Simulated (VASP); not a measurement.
# LiY3 (P1) in VASP: notebook

Runs on LiY3. Level: r2SCAN. Tasks: single point.

Everything below comes from runs of VASP 6.6.1. Logs are shortened: lines on timing, memory, paths and dates and some standing lists are left out, and cuts for length are marked.

### Step 1. The cell of the first run

The typed cell holds 4 atoms: a = 5.012 Å, b = 4.919 Å, c = 4.938 Å, α = 89.18°, β = 88.12°, γ = 90.21°.

### Step 2. Single point, r2SCAN

The input, POSCAR:

```
LiY3
1.0
    5.0124010000      0.0000000000      0.0000000000
   -0.0181465851      4.9184825245      0.0000000000
    0.1616231510      0.0712748445      4.9350077051
Li Y
1 3
Direct
    0.9848000000      0.9934200000      0.0013300000
    0.5051700000      0.5086600000      0.9976400000
    0.5117900000      0.9862400000      0.4898700000
    0.0008200000      0.4858300000      0.4830800000
```

The input, INCAR.step1:

```
  PREC = Accurate
  ENCUT = 520
  ISMEAR = 1
  SIGMA = 0.05
  LREAL = False
  LASPH = True
  NELM = 60
  NBANDS = 26
  GGA = PE
  ALGO = Normal
  EDIFF = 1E-4
  LWAVE = True
  LCHARG = False
```

The input, INCAR.step2:

```
  PREC = Accurate
  ENCUT = 520
  EDIFF = 1E-6
  ISMEAR = 1
  SIGMA = 0.05
  LREAL = False
  LASPH = True
  NELM = 60
  ALGO = Normal
  ISIF = 2
  LWAVE = False
  LCHARG = True
  METAGGA = R2SCAN
  LMIXTAU = True
  LELF = True
  LVHAR = True
  NBANDS = 26
  ISTART = 1
```

The input, KPOINTS:

```
Automatic mesh
0
Gamma
  4 4 4
```

Potentials or basis: VASP PAW PBE potentials, release 64 (Li_sv, Y_sv).

Started as:

```bash
$ cat potpaw_PBE.64/Li_sv/POTCAR potpaw_PBE.64/Y_sv/POTCAR > POTCAR
$ cp INCAR.step1 INCAR
$ mpirun -np 1 vasp_std > vasp.out
$ cp INCAR.step2 INCAR
$ mpirun -np 1 vasp_std > vasp.out
```

OUTCAR:

```text
PREC = Accurate
   ENCUT = 520
   EDIFF = 1E-6
   ISMEAR = 1
   LREAL = False
   LASPH = True
   NELM = 60
   ISIF = 2
   METAGGA = R2SCAN
   ISTART = 1

 ion  position               nearest neighbor table
   1  0.985  0.993  0.001-   3 3.33   2 3.38   4 3.42   4 3.43
   2  0.505  0.509  0.998-   1 3.38   3 3.41   3 3.41   4 3.43   4 3.50   4 3.51   3 3.51   3 3.62
                             4 3.65
   3  0.512  0.986  0.490-   1 3.33   2 3.41   2 3.41   4 3.46   4 3.48   2 3.51   4 3.55   4 3.56
                             2 3.62
   4  0.001  0.486  0.483-   1 3.42   1 3.43   2 3.43   3 3.46   3 3.48   2 3.50   2 3.51   3 3.55
                             3 3.56   2 3.65

  LATTYP: Found a triclinic cell.
 ALAT       =     8.5415692233
 B/A-ratio  =     0.5758328325
 C/A-ratio  =     0.5868243725
 COS(alpha) =     0.0036894431
 COS(beta)  =     0.5700269244
 COS(gamma) =     0.5862724867

  Lattice vectors:

 A1 = (  -4.8689244341,   4.9897573690,   4.9350077051)
 A2 = (  -0.0181465851,   4.9184825245,   0.0000000000)
 A3 = (  -5.0124010000,   0.0000000000,   0.0000000000)

Analysis of symmetry for initial positions (statically):
=====================================================================
 Subroutine PRICEL returns:
 Original cell was already a primitive cell.

 Routine SETGRP: Setting up the symmetry group for a
 triclinic supercell.

 Subroutine GETGRP returns: Found  1 space group operations
 (whereof  1 operations were pure point group operations)
 out of a pool of  2 trial point group operations.

The static configuration has the point symmetry C_1 .

Analysis of symmetry for dynamics (positions and initial velocities):
=====================================================================
 Subroutine PRICEL returns:
 Original cell was already a primitive cell.

 Routine SETGRP: Setting up the symmetry group for a
 triclinic supercell.

 Subroutine GETGRP returns: Found  1 space group operations
 (whereof  1 operations were pure point group operations)
 out of a pool of  2 trial point group operations.

The dynamic configuration has the point symmetry C_1 .

 Subroutine INISYM returns: Found  1 space group operations
 (whereof  1 operations are pure point group operations),
[... 89 lines left out ...]
   NGXF,Y,Z  is equivalent  to a cutoff of  26.53, 27.04, 26.93 a.u.
 SYSTEM =  unknown system
   PREC   = accura    normal or accurate (medium, high low for compatibility)
   ISTART =      1    job   : 0-new  1-cont  2-samecut
   ICHARG =      0    charge: 1-file 2-atom 10-const
   ISPIN  =      1    spin polarized calculation?
   LNONCOLLINEAR =      F non collinear calculations
   LSORBIT =      F    spin-orbit coupling
   LASPH  =      T    aspherical Exc in radial PAW
   ENCUT  =  520.0 eV  38.22 Ry    6.18 a.u.   9.32  9.15  9.18*2*pi/ulx,y,z
   NELM   =     60;   NELMIN=  2; NELMDL=  0     # of ELM steps
   EDIFF  = 0.1E-05   stopping-criterion for ELM
   LREAL  =      F    real-space projection
[... 7 lines left out ...]
   TEBEG  =    0.0;   TEEND  =   0.0 temperature during run
   PSTRESS=    0.0 pullay stress
   NELECT =      36.0000    total number of electrons
   NUPDOWN=      -1.0000    fix difference up-down
   EMIN   =  10.00;   EMAX   =-10.00  energy-range for DOS
   EFERMI =   0.00;   METHOD = LEGACY
   ISMEAR =     1;   SIGMA  =   0.05  broadening in eV -4-tet -1-fermi 0-gaus
   EFERMI_NEDOS =   21; number of points for ismear=-14 and -15
   IALGO  =     38    algorithm
   IMIX   =      4    mixing-type and parameters
     AMIX     =   0.40;   BMIX     =  1.00
     AMIX_MAG =   1.60;   BMIX_MAG =  1.00
  volume/ion in A,a.u.               =      30.42       205.26
  Fermi-wavevector in a.u.,A,eV,Ry     =   1.090906  2.061514 16.191971  1.190076
  Thomas-Fermi vector in A             =   2.227140
   LORBIT       =      0    0 simple, 1 ext, 2 COOP (PROOUT), +10 PAW based schemes
   METAGGA = R2SCAN    functional components
   LHFCALC =     F    Hartree Fock is set to
   AEXX    =    0.0000 exact exchange contribution
   IVDW    =     0    specifies the selected vdW correction
   LEPSILON=     F    determine dielectric tensor
   LRPA    =     F    only Hartree local field effects (RPA)
 non-spin polarized calculation
 Methfessel and Paxton  Order N= 1 SIGMA  =   0.05
  energy-cutoff  :      520.00
  volume of cell :      121.66
 maximum number of plane-waves:      3300
 NGX is ok and might be reduce to    40
   NGX = 19   NGY = 19   NGZ = 19

 number of electron      36.0000001 magnetization

 Free energy of the ion-electron system (eV)
  ---------------------------------------------------
  ext. energy  EPLUGINS =         0.00000000
  ---------------------------------------------------
  free energy    TOTEN  =       -62.26528819 eV

  energy without entropy =      -62.26414921  energy(sigma->0) =      -62.26490853

 E-fermi :   2.5199     XC(G=0):  -9.5468

 val. band max:        2.5195909264   @ k =  -0.2500   0.0000   0.2500
 cond. band min:       2.5204426101   @ k =   0.0000   0.2500   0.2500
 fundamental gap:      0.0008516838
 Fermi energy:         2.5198707828

 k-point     1 :       0.0000    0.0000    0.0000
  band No.  band energies     occupation
      1     -44.5311      2.00000
      2     -41.8961      2.00000
      3     -41.8102      2.00000
      4     -41.7919      2.00000
      5     -21.4585      2.00000
      6     -21.4386      2.00000
[... 685 lines left out ...]
     25       5.8010      0.00000
     26       5.9361      0.00000

 [... further k-points ...]

------------------------ aborting loop because EDIFF is reached ----------------------------------------

  FORCE on cell =-STRESS in cart. coord.  units (eV):
  Direction    XX          YY          ZZ          XY          YZ          ZX
  --------------------------------------------------------------------------------------
  -------------------------------------------------------------------------------------
  Total        0.5274442     -0.7427531     -0.3031307      0.0993070     -0.2309086     -0.4654196
  in kB        6.9458013     -9.7811578     -3.9918644      1.3077528     -3.0407864     -6.1290120
  external PRESSURE =      -2.2757403 kB  Pullay stress =       0.0000000 kB

 VOLUME and BASIS-vectors are now :
 -----------------------------------------------------------------------------
  energy-cutoff  :      520.00
  volume of cell :      121.66
      direct lattice vectors                 reciprocal lattice vectors
     5.012401000  0.000000000  0.000000000     0.199505187  0.000736068 -0.006544492
    -0.018146585  4.918482524  0.000000000     0.000000000  0.203314741 -0.002936414
     0.161623151  0.071274845  4.935007705     0.000000000  0.000000000  0.202633929

 POSITION                                       TOTAL-FORCE (eV/Angst)
 -----------------------------------------------------------------------------------
      4.91840      4.88621      0.00656         0.226134     -0.012223     -0.106327
      2.68413      2.57294      4.92336        -0.127657     -0.346552     -0.280067
      2.62657      4.88572      2.41751        -0.282793      0.333878      0.146796
      0.07337      2.42398      2.38400         0.184315      0.024897      0.239598
 -----------------------------------------------------------------------------------
    total drift:                                0.036947     -0.017387      0.013508

  FREE ENERGIE OF THE ION-ELECTRON SYSTEM (eV)
  ---------------------------------------------------
  free  energy   TOTEN  =       -62.2652881884 eV

  energy  without entropy=      -62.2641492145  energy(sigma->0) =      -62.26490853
```

OSZICAR.step1:

```text
N       E                     dE             d eps       ncg     rms          rms(c)
DAV:   1     0.176390414564E+03    0.17639E+03   -0.16969E+04  1872   0.131E+03
DAV:   2    -0.204183451188E+01   -0.17843E+03   -0.17396E+03  2144   0.313E+02
DAV:   3    -0.204130748367E+02   -0.18371E+02   -0.18074E+02  3510   0.551E+01
DAV:   4    -0.214197743633E+02   -0.10067E+01   -0.10033E+01  2566   0.155E+01
DAV:   5    -0.214626328859E+02   -0.42859E-01   -0.42846E-01  3022   0.269E+00    0.356E+01
DAV:   6    -0.204826558611E+02    0.97998E+00   -0.21132E+00  1964   0.539E+00    0.204E+01
DAV:   7    -0.204098537083E+02    0.72802E-01   -0.14257E+00  2884   0.467E+00    0.490E+00
DAV:   8    -0.204208480657E+02   -0.10994E-01   -0.15047E-01  2686   0.158E+00    0.105E+00
DAV:   9    -0.204152086537E+02    0.56394E-02   -0.24188E-02  2136   0.828E-01    0.422E-01
DAV:  10    -0.204154805752E+02   -0.27192E-03   -0.58678E-03  2908   0.397E-01    0.108E-01
DAV:  11    -0.204153986298E+02    0.81945E-04   -0.60860E-04  2148   0.134E-01
   1 F= -.20415399E+02 E0= -.20415194E+02  d E =-.614231E-03
```

Run time: 12 min. Hardware: 1 thread of Intel Xeon Platinum 8259CL at 2.50GHz (Skylake/Cascade Lake), shared host; peak memory 0.32 GiB.

What came out:

```yaml
Free_energy: -62.2653 eV
Largest_force: 0.463 eV/Å
Band_gap_on_the_k_mesh: zero (bands 18 and 19 overlap by 0.47 eV)
```

Forces in eV/Å, atoms in the order of the input:
```
Li   0.226 -0.012 -0.106
Y   -0.128 -0.347 -0.280
Y   -0.283  0.334  0.147
Y    0.184  0.025  0.240
```

Caveat: the cutoff is under 1.25 times the usual one of these potentials, so pressure, stress and relaxed cells hold a basis-set (Pulay) error; the PAW data sets were made with another functional, which shifts forces and pressure a little.

### Step 3. Single point, r2SCAN

POSCAR is that of step 2.

The input, INCAR.step1:

```
SYSTEM = LiY3
ALGO = Normal
EDIFF = 1E-4
ENCUT = 520
GGA = PE
ISMEAR = 1
LASPH = .TRUE.
LCHARG = .FALSE.
LREAL = .FALSE.
LWAVE = .TRUE.
NBANDS = 26
NELM = 80
PREC = Accurate
SIGMA = 0.05
```

The input, INCAR.step2:

```
SYSTEM = LiY3
ALGO = Normal
EDIFF = 1E-6
ENCUT = 520
ISIF = 2
ISMEAR = 1
ISTART = 1
LASPH = .TRUE.
LCHARG = .FALSE.
LMIXTAU = .TRUE.
LREAL = .FALSE.
LWAVE = .FALSE.
METAGGA = R2SCAN
NBANDS = 26
NELM = 80
PREC = Accurate
SIGMA = 0.05
```

The input, KPOINTS:

```
k-points
0
G
  4 4 4
  0 0 0
```

Potentials or basis: VASP PAW PBE potentials, release 64 (Li_sv, Y_sv).

Started as:

```bash
$ cat potpaw_PBE.64/Li_sv/POTCAR potpaw_PBE.64/Y_sv/POTCAR > POTCAR
$ cp INCAR.step1 INCAR
$ mpirun -np 1 vasp_std > vasp.out
$ cp INCAR.step2 INCAR
$ mpirun -np 1 vasp_std > vasp.out
```

OUTCAR:

```text
SYSTEM = LiY3
   EDIFF = 1E-6
   ENCUT = 520
   ISIF = 2
   ISMEAR = 1
   ISTART = 1
   LASPH = .TRUE.
   LREAL = .FALSE.
   METAGGA = R2SCAN
   NELM = 80
   PREC = Accurate

 ion  position               nearest neighbor table
   1  0.985  0.993  0.001-   3 3.33   2 3.38   4 3.42   4 3.43
   2  0.505  0.509  0.998-   1 3.38   3 3.41   3 3.41   4 3.43   4 3.50   4 3.51   3 3.51   3 3.62
                             4 3.65
   3  0.512  0.986  0.490-   1 3.33   2 3.41   2 3.41   4 3.46   4 3.48   2 3.51   4 3.55   4 3.56
                             2 3.62
   4  0.001  0.486  0.483-   1 3.42   1 3.43   2 3.43   3 3.46   3 3.48   2 3.50   2 3.51   3 3.55
                             3 3.56   2 3.65

  LATTYP: Found a triclinic cell.
 ALAT       =     8.5415692233
 B/A-ratio  =     0.5758328325
 C/A-ratio  =     0.5868243725
 COS(alpha) =     0.0036894431
 COS(beta)  =     0.5700269244
 COS(gamma) =     0.5862724867

  Lattice vectors:

 A1 = (  -4.8689244341,   4.9897573690,   4.9350077051)
 A2 = (  -0.0181465851,   4.9184825245,   0.0000000000)
 A3 = (  -5.0124010000,   0.0000000000,   0.0000000000)

Analysis of symmetry for initial positions (statically):
=====================================================================
 Subroutine PRICEL returns:
 Original cell was already a primitive cell.

 Routine SETGRP: Setting up the symmetry group for a
 triclinic supercell.

 Subroutine GETGRP returns: Found  1 space group operations
 (whereof  1 operations were pure point group operations)
 out of a pool of  2 trial point group operations.

The static configuration has the point symmetry C_1 .

Analysis of symmetry for dynamics (positions and initial velocities):
=====================================================================
 Subroutine PRICEL returns:
 Original cell was already a primitive cell.

[... 127 lines left out ...]
   EFERMI_NEDOS =   21; number of points for ismear=-14 and -15
   IALGO  =     38    algorithm
   IMIX   =      4    mixing-type and parameters
     AMIX     =   0.40;   BMIX     =  1.00
     AMIX_MAG =   1.60;   BMIX_MAG =  1.00
  volume/ion in A,a.u.               =      30.42       205.26
  Fermi-wavevector in a.u.,A,eV,Ry     =   1.090906  2.061514 16.191971  1.190076
  Thomas-Fermi vector in A             =   2.227140
   LORBIT       =      0    0 simple, 1 ext, 2 COOP (PROOUT), +10 PAW based schemes
   METAGGA = R2SCAN    functional components
   LHFCALC =     F    Hartree Fock is set to
   AEXX    =    0.0000 exact exchange contribution
   IVDW    =     0    specifies the selected vdW correction
   LEPSILON=     F    determine dielectric tensor
   LRPA    =     F    only Hartree local field effects (RPA)
 non-spin polarized calculation
 Methfessel and Paxton  Order N= 1 SIGMA  =   0.05
  energy-cutoff  :      520.00
  volume of cell :      121.66
 maximum number of plane-waves:      3300
 NGX is ok and might be reduce to    40
   NGX = 19   NGY = 19   NGZ = 19

 number of electron      36.0000001 magnetization

 Free energy of the ion-electron system (eV)
  ---------------------------------------------------
  ext. energy  EPLUGINS =         0.00000000
  ---------------------------------------------------
  free energy    TOTEN  =       -62.26528819 eV

  energy without entropy =      -62.26414921  energy(sigma->0) =      -62.26490853

 E-fermi :   2.5199     XC(G=0):  -9.5468

 val. band max:        2.5195909264   @ k =  -0.2500   0.0000   0.2500
 cond. band min:       2.5204426101   @ k =   0.0000   0.2500   0.2500
 fundamental gap:      0.0008516838
 Fermi energy:         2.5198707828

 k-point     1 :       0.0000    0.0000    0.0000
  band No.  band energies     occupation
      1     -44.5311      2.00000
      2     -41.8961      2.00000
      3     -41.8102      2.00000
      4     -41.7919      2.00000
      5     -21.4585      2.00000
      6     -21.4386      2.00000
[... 685 lines left out ...]
     25       5.8010      0.00000
     26       5.9361      0.00000

 [... further k-points ...]

------------------------ aborting loop because EDIFF is reached ----------------------------------------

  FORCE on cell =-STRESS in cart. coord.  units (eV):
  Direction    XX          YY          ZZ          XY          YZ          ZX
  --------------------------------------------------------------------------------------
  -------------------------------------------------------------------------------------
  Total        0.5274442     -0.7427531     -0.3031307      0.0993070     -0.2309086     -0.4654196
  in kB        6.9458013     -9.7811578     -3.9918644      1.3077528     -3.0407864     -6.1290120
  external PRESSURE =      -2.2757403 kB  Pullay stress =       0.0000000 kB

 VOLUME and BASIS-vectors are now :
 -----------------------------------------------------------------------------
  energy-cutoff  :      520.00
  volume of cell :      121.66
      direct lattice vectors                 reciprocal lattice vectors
     5.012401000  0.000000000  0.000000000     0.199505187  0.000736068 -0.006544492
    -0.018146585  4.918482524  0.000000000     0.000000000  0.203314741 -0.002936414
     0.161623151  0.071274845  4.935007705     0.000000000  0.000000000  0.202633929

 POSITION                                       TOTAL-FORCE (eV/Angst)
 -----------------------------------------------------------------------------------
      4.91840      4.88621      0.00656         0.226134     -0.012223     -0.106327
      2.68413      2.57294      4.92336        -0.127657     -0.346552     -0.280067
      2.62657      4.88572      2.41751        -0.282793      0.333878      0.146796
      0.07337      2.42398      2.38400         0.184315      0.024897      0.239598
 -----------------------------------------------------------------------------------
    total drift:                                0.036947     -0.017387      0.013508

  FREE ENERGIE OF THE ION-ELECTRON SYSTEM (eV)
  ---------------------------------------------------
  free  energy   TOTEN  =       -62.2652881884 eV

  energy  without entropy=      -62.2641492145  energy(sigma->0) =      -62.26490853
```

OUTCAR.step1:

```text
SYSTEM = LiY3
   EDIFF = 1E-4
   ENCUT = 520
   GGA = PE
   ISMEAR = 1
   LASPH = .TRUE.
   LREAL = .FALSE.
   NELM = 80
[... 931 lines left out ...]
      2.68413      2.57294      4.92336        -0.088842     -0.395626     -0.262585
      2.62657      4.88572      2.41751        -0.255048      0.322669      0.129391
      0.07337      2.42398      2.38400         0.170947      0.066217      0.238564
 -----------------------------------------------------------------------------------
    total drift:                                0.000150      0.000130     -0.000203

  FREE ENERGIE OF THE ION-ELECTRON SYSTEM (eV)
  ---------------------------------------------------
  free  energy   TOTEN  =       -20.4153986298 eV

  energy  without entropy=      -20.4147843984  energy(sigma->0) =      -20.41519389
```

Run time: 12 min. Hardware: 1 thread of Intel Xeon Platinum 8259CL at 2.50GHz (Skylake/Cascade Lake), shared host; peak memory 0.32 GiB.

Results:

| Item | Value |
| --- | --- |
| Free energy | -62.2653 eV |
| Largest force | 0.463 eV/Å |
| Band gap on the k mesh | zero (bands 18 and 19 overlap by 0.47 eV) |

Forces in eV/Å, atoms in the order of the input:
```
Li   0.226 -0.012 -0.106
Y   -0.128 -0.347 -0.280
Y   -0.283  0.334  0.147
Y    0.184  0.025  0.240
```

Caveat: the cutoff is under 1.25 times the usual one of these potentials, so pressure, stress and relaxed cells hold a basis-set (Pulay) error; the PAW data sets were made with another functional, which shifts forces and pressure a little.
